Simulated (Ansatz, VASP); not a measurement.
Two plane-wave programs on Na2S

Contents of POSCAR:

```
Na2S
1.0
    0.0000000000      3.2554286299      3.2554286299
    3.2554286299      0.0000000000      3.2554286299
    3.2554286299      3.2554286299      0.0000000000
Na S
2 1
Direct
    0.2500000000      0.2500000000      0.2500000000
    0.7500000000      0.7500000000      0.7500000000
    0.0000000000      0.0000000000      0.0000000000
```

File INCAR.step1:

```
SYSTEM = Na2S
PREC = Accurate ; ENCUT = 400
EDIFF = 1E-5 ; ISMEAR = 0
SIGMA = 0.01 ; LREAL = .FALSE.
LASPH = .TRUE. ; NELM = 120
ALGO = Normal ; ISIF = 2
LWAVE = .TRUE. ; LCHARG = .FALSE.
NBANDS = 17 ; GGA = PE
GGA_COMPAT = .FALSE.
```

INCAR.step2

```
SYSTEM = Na2S
PREC = Accurate ; ENCUT = 400
EDIFF = 1E-6 ; ISMEAR = 0
SIGMA = 0.01 ; LREAL = .FALSE.
LASPH = .TRUE. ; NELM = 120
ALGO = Normal ; ISIF = 2
LWAVE = .FALSE. ; LCHARG = .FALSE.
GGA = PE ; LHFCALC = .TRUE.
AEXX = 0.1 ; PRECFOCK = Normal
NBANDS = 17 ; ISTART = 1
GGA_COMPAT = .FALSE.
```

KPOINTS

```
regular mesh
0
G
  4 4 4
  0 0 0
```

Input for Ansatz:

```yaml
crystal:
  lattice:
    - [0.0, 3.2554286299, 3.2554286299]
    - [3.2554286299, 0.0, 3.2554286299]
    - [3.2554286299, 3.2554286299, 0.0]
  atoms:
    - { symbol: Na, position: [0.25, 0.25, 0.25] }
    - { symbol: Na, position: [0.75, 0.75, 0.75] }
    - { symbol: S, position: [0.0, 0.0, 0.0] }
kpoints:
  mp_grid: { grid: [4, 4, 4] }
hamiltonian:
  xc: { exchange: pbe, correlation: pbe, exx: { coeff: 0.1 } }
scf:
  occupations: { method: fixed }
  n_extra_bands: 4
output:
  forces: true
  stress: true
  eigenvalues: true
```

Alike in both runs: task single point; functional PBE-based global hybrid; k mesh 4 × 4 × 4; no spin polarisation.

```csv
,VASP,Ansatz
version,VASP 6.6.1,Ansatz 0.2.0
potentials or method,"VASP PAW PBE potentials, release 64 (Na_pv, S)",plane waves
plane-wave cutoff (eV),400,420
occupations,"gaussian, width 0.01 eV",fixed
valence electrons in the cell,20,24
```

```tsv
	VASP	Ansatz	Ansatz less VASP
gap on the k mesh at the Fermi level (eV)	3.20	3.19	-0.005
pressure (GPa)	0.4	0.5	+0.17
```

VASP's potentials were made for PBE, not for PBE-based global hybrid. VASP's potentials hold 20 valence electrons a cell and Ansatz's 24, so a difference there can come from the potentials and not from the codes. Ansatz's warnings: stress exchange threshold loose, stress scf threshold loose.
